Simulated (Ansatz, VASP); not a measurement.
## One calculation of MoS, two programs

```
CELL_PARAMETERS angstrom
0.00000 2.73732 2.73732
2.73732 0.00000 2.73732
2.73732 2.73732 0.00000
ATOMIC_POSITIONS crystal
Mo 0.00000 0.00000 0.00000
S 0.50000 0.50000 0.50000
```

Alike in both runs: task single point; functional PBE; k mesh 14 × 14 × 14; occupations gaussian, width 0.1 eV; collinear spin; Hubbard terms Mo d U = 4.38 eV.

```csv
,VASP,Ansatz
version,VASP 6.6.1,Ansatz 0.2.0
potentials or method,"VASP PAW PBE potentials, release 64 (Mo_sv, S), cutoff 520 eV","scalar-relativistic, plane waves, PAW"
valence electrons in the cell,20,20
```

Ansatz gave:

- gap on the k mesh at the Fermi level (eV): none
- pressure (GPa): 0.0
- net moment per atom (μB): 2.00
- size of the moment on the site where the two differ most (μB): 3.20

Q: Estimate VASP's values.

A: gap on the k mesh at the Fermi level (eV): none; pressure (GPa): -2.3; net moment per atom (μB): 1.96; size of the moment on the site where the two differ most (μB): 3.53.

Site moments also hang on the region over which each program counts them. The programs project onto different local orbitals, so the same U acts differently, and such runs can settle in different states. A gap of «none» marks a metal or a gap that the smearing closes. Ansatz's warnings: filled band counts differ across k points.
